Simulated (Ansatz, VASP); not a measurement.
## PbSe: VASP beside Ansatz

File INCAR:

```
SYSTEM = PbSe
PREC = Accurate
ENCUT = 600
EDIFF = 1E-6
ISMEAR = 0
SIGMA = 0.01
LREAL = .False.
LASPH = .True.
NELM = 80
ALGO = Normal
ISIF = 3
LWAVE = .False.
LCHARG = .False.
GGA = PE
IBRION = 2
NSW = 100
EDIFFG = -0.005
```

KPOINTS

```
Automatic mesh
0
Gamma
  10 10 10
  0 0 0
```

The input POSCAR:

```
PbSe
1.0
    0.0000000000     -3.0621500000     -3.0621500000
    3.0621500000      0.0000000000     -3.0621500000
    3.0621500000     -3.0621500000      0.0000000000
Pb Se
1 1
Direct
    0.0000000000      0.0000000000      0.0000000000
    0.5000000000      0.5000000000      0.5000000000
```

Input for Ansatz:

```yaml
crystal:
  lattice:
    - [0.0, -3.06215, -3.06215]
    - [3.06215, 0.0, -3.06215]
    - [3.06215, -3.06215, 0.0]
  atoms:
    - { symbol: Pb, position: [0.0, 0.0, 0.0] }
    - { symbol: Se, position: [0.5, 0.5, 0.5] }
basis:
  ecutwfc: 420
kpoints:
  mp_grid: { grid: [10, 10, 10] }
hamiltonian:
  xc: pbe
scf:
  occupations: { method: gaussian, width: 0.01 }
output:
  forces: true
  stress: true
  eigenvalues: true
relax:
  adjacent_minimum: "off"
  f_tol: 0.005
  max_steps: 80
  cell: { stress_tol: 0.05 }
```

Alike in both runs: task relaxation of cell and atoms; functional PBE; k mesh 10 × 10 × 10; occupations gaussian, width 0.01 eV; no spin polarisation.

|  | VASP | Ansatz |
| --- | --- | --- |
| version | VASP 6.6.1 | Ansatz 0.2.0 |
| potentials or method | VASP PAW PBE potentials, release 64 (Pb_d, Se), cutoff 600 eV | scalar-relativistic, plane waves, PAW |
| valence electrons in the cell | 20 | 30 |

Ansatz gave:

| Item | Value |
| --- | --- |
| gap on the k mesh at the Fermi level, each at its own relaxed structure (eV) | 0.43 |
| relaxed volume (Å³/atom) | 30.05 |
| relaxed cell length with the largest relative difference (Å) | 4.397 |

Estimate VASP's values.

gap on the k mesh at the Fermi level, each at its own relaxed structure (eV): 0.44; relaxed volume (Å³/atom): 30.05; relaxed cell length with the largest relative difference (Å): 4.397.

VASP's potentials hold 20 valence electrons a cell and Ansatz's 30, so a difference there can come from the potentials and not from the codes.

Spin-orbit coupling is off throughout.
